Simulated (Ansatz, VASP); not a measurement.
## Sr: VASP beside Ansatz

File INCAR:

```
SYSTEM = Sr
PREC     = Accurate       ! precision mode
ENCUT    = 520            ! plane-wave cutoff, eV
EDIFF    = 1E-6           ! SCF threshold, eV
ISMEAR   = 0              ! smearing method
SIGMA    = 0.03           ! smearing width, eV
LREAL    = .False.        ! projectors in reciprocal space
LASPH    = .True.         ! aspherical terms in the spheres
NELM     = 100            ! most SCF steps
ALGO     = Normal         ! electronic algorithm
ISIF     = 2              ! what is computed and relaxed
LWAVE    = .False.        ! write WAVECAR
LCHARG   = .True.         ! write CHGCAR
GGA      = PS             ! functional
LELF     = .True.         ! ELF
LVHAR    = .True.       
NBANDS   = 11             ! bands
```

File KPOINTS:

```
regular mesh
0
Gamma
  10 10 10
  0 0 0
```

The input POSCAR:

```
Sr
1.0
   -0.0608470000      3.0423500000      3.0423500000
    3.0423500000     -0.0608470000      3.0423500000
    2.9815030000      2.9815030000      0.0000000000
Sr
1
Direct
    0.0000000000      0.0000000000      0.0000000000
```

Input for Ansatz:

```yaml
crystal:
  lattice:
    - [-0.060847, 3.04235, 3.04235]
    - [3.04235, -0.060847, 3.04235]
    - [2.981503, 2.981503, 0.0]
  atoms:
    - { symbol: Sr, position: [0.0, 0.0, 0.0] }
basis:
  ecutwfc: 420
kpoints:
  mp_grid: { grid: [10, 10, 10] }
hamiltonian:
  xc: pbesol
scf:
  occupations: { method: gaussian, width: 0.03 }
output:
  forces: true
  stress: true
  eigenvalues: true
```

Change from the starting cell: strain -0.0400 x Voigt [0, 0, 0, 0, 0, 1], atoms carried along.

Alike in both runs: task single point; functional PBEsol; k mesh 10 × 10 × 10; occupations gaussian, width 0.03 eV; no spin polarisation.

|  | VASP | Ansatz |
| --- | --- | --- |
| version | VASP 6.6.1 | Ansatz 0.2.0 |
| potentials or method | VASP PAW PBE potentials, release 64 (Sr_sv), cutoff 520 eV | scalar-relativistic, plane waves, PAW |
| valence electrons in the cell | 10 | 10 |

Ansatz gave:

* gap on the k mesh at the Fermi level (eV): none
* pressure (GPa): -0.9
* traceless stress, the component that is largest in VASP (GPa): 0.27

Problem. What did VASP give for the same quantities?

Solution. gap on the k mesh at the Fermi level (eV): none; pressure (GPa): -0.9; traceless stress, the component that is largest in VASP (GPa): 0.28.

VASP's potentials were made for PBE, not for PBEsol. A gap of «none» marks a metal or a gap that the smearing closes.
